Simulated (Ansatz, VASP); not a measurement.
**CoSi2 in VASP and in Ansatz**

```
Co Si
1.0
     0.00000    2.81394    2.81394
     2.81394    0.00000    2.81394
     2.81394    2.81394    0.00000
Co Si
1 2
Direct
  0.00000 0.00000 0.00000
  0.25000 0.25000 0.25000
  0.75000 0.75000 0.75000
```

Change from the starting cell: strain +0.050 along x and y, +0.050 along z, atoms carried along.

Alike in both runs: task single point; functional PBE; k mesh 16 × 16 × 16; occupations gaussian, width 0.15 eV; no spin polarisation.

|  | VASP | Ansatz |
| --- | --- | --- |
| version | VASP 6.6.1 | Ansatz 0.2.0 |
| potentials or method | VASP PAW PBE potentials, release 64 (Co, Si), cutoff 520 eV | scalar-relativistic, plane waves, PAW |
| valence electrons in the cell | 17 | 25 |

```tsv
	VASP	Ansatz	Ansatz less VASP
gap on the k mesh at the Fermi level (eV)	none	none	-
pressure (GPa)	-17.9	-17.8	+0.04
```

A gap of «none» marks a metal or a gap that the smearing closes. With one functional, cell and mesh, what is left measures potentials, basis and numerics. VASP's potentials hold 17 valence electrons a cell and Ansatz's 25, so a difference there can come from the potentials and not from the codes.
